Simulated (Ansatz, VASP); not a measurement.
## HfB: VASP beside Ansatz

INCAR

```
  PREC = Accurate
  ENCUT = 520
  EDIFF = 1E-8
  ISMEAR = -1
  SIGMA = 0.05
  LREAL = False
  LASPH = True
  NELM = 80
  ALGO = Normal
  ISIF = 2
  LWAVE = False
  LCHARG = False
  GGA = PE
  LEFG = True
  NBANDS = 14
```

Contents of KPOINTS:

```
regular mesh
0
Gamma
  15 15 15
```

Contents of POSCAR:

```
HfB
1.0
    0.0000000000      2.2985359094      2.3331000000
    2.2985359094      0.0000000000      2.3331000000
    2.2985359094      2.2985359094      0.0000000000
Hf B
1 1
Direct
    0.5000000000      0.5000000000      0.5000000000
    0.0000000000      0.0000000000      0.0000000000
```

Input for Ansatz:

```yaml
crystal:
  lattice:
    - [0.0, 2.2985359094, 2.3331]
    - [2.2985359094, 0.0, 2.3331]
    - [2.2985359094, 2.2985359094, 0.0]
  atoms:
    - { symbol: Hf, position: [0.5, 0.5, 0.5] }
    - { symbol: B, position: [0.0, 0.0, 0.0] }
kpoints:
  mp_grid: { grid: [15, 15, 15] }
scf:
  occupations: { method: fermi_dirac, width: 0.05 }
hamiltonian:
  xc: pbe
  pseudopotentials: { kind: all_electron, datasets: crystal }
output:
  forces: true
  stress: true
  eigenvalues: true
  efg: { contact_densities: true }
```

Change from the starting cell: z stretched by +1 % at fixed volume, crystal datasets.

Alike in both runs: task electric field gradients; functional PBE; k mesh 15 × 15 × 15; occupations fermi-dirac, width 0.05 eV; no spin polarisation.

|  | VASP | Ansatz |
| --- | --- | --- |
| version | VASP 6.6.1 | Ansatz 0.2.0 |
| potentials or method | VASP PAW PBE potentials, release 64 (Hf_pv, B), cutoff 520 eV | all-electron PAW with datasets made for the crystal, scalar-relativistic |

|  | VASP | Ansatz | Ansatz less VASP |
| --- | --- | --- | --- |
| size of Vzz on the site where it differs most (V/Å²) | 23.8 | 29.3 | +5.46 |

Ansatz ran all-electron here, and VASP with PAW potentials.

Spin-orbit coupling is off throughout.
